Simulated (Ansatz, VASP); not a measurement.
## Cu: VASP beside Ansatz

The input POSCAR:

```
Cu
1.0
    2.5340966700      0.0000000000      0.0000000000
   -1.2670483300      2.1945920900      0.0000000000
    0.0000000000      0.0000000000      4.1125710000
Cu
2
Direct
    0.3333333333      0.6666666667      0.2500000000
    0.6666666667      0.3333333333      0.7500000000
```

INCAR.step1

```
SYSTEM = Cu
  ALGO = Normal
  EDIFF = 1E-4
  ENCUT = 520
  GGA = PE
  ISMEAR = -1
  LASPH = .True.
  LCHARG = .False.
  LREAL = .False.
  LWAVE = .True.
  NBANDS = 18
  NELM = 100
  PREC = Accurate
  SIGMA = 0.1
```

The input INCAR.step2:

```
SYSTEM = Cu
  ALGO = Normal
  EDIFF = 1E-7
  ENCUT = 520
  ISIF = 2
  ISMEAR = -1
  ISTART = 1
  LASPH = .True.
  LCHARG = .False.
  LMIXTAU = .True.
  LREAL = .False.
  LWAVE = .False.
  METAGGA = R2SCAN
  NBANDS = 18
  NELM = 100
  PREC = Accurate
  SIGMA = 0.1
```

KPOINTS

```
k-points
0
Gamma
  10 10 6
  0 0 0
```

Input for Ansatz:

```yaml
crystal:
  lattice:
    - [2.53409667, 0.0, 0.0]
    - [-1.26704833, 2.19459209, 0.0]
    - [0.0, 0.0, 4.112571]
  atoms:
    - { symbol: Cu, position: [0.3333333333333333, 0.6666666666666666, 0.25] }
    - { symbol: Cu, position: [0.6666666666666666, 0.3333333333333333, 0.75] }
basis:
  ecutwfc: 530.622031796766
kpoints:
  mp_grid:
    grid: [10, 10, 6]
hamiltonian:
  xc: r2scan
  pseudopotentials:
    kind: paw
scf:
  occupations:
    method: fermi_dirac
    width: 0.1
output:
  stress: true
```

Alike in both runs: task single point; functional r2SCAN; k mesh 10 × 10 × 6; occupations fermi-dirac, width 0.1 eV; no spin polarisation.

```csv
,VASP,Ansatz
version,VASP 6.6.1,Ansatz 0.2.0
potentials or method,"VASP PAW PBE potentials, release 64 (Cu), cutoff 520 eV","plane waves, PAW"
valence electrons in the cell,22,38
```

```csv
,VASP,Ansatz,Ansatz less VASP
pressure (GPa),1.2,0.5,-0.73
"traceless stress, the component that is largest in VASP (GPa)",0.21,0.26,+0.044
```

VASP's potentials were made for PBE, not for r2SCAN. With one functional, cell and mesh, what is left measures potentials, basis and numerics. VASP's potentials hold 22 valence electrons a cell and Ansatz's 38, so a difference there can come from the potentials and not from the codes.
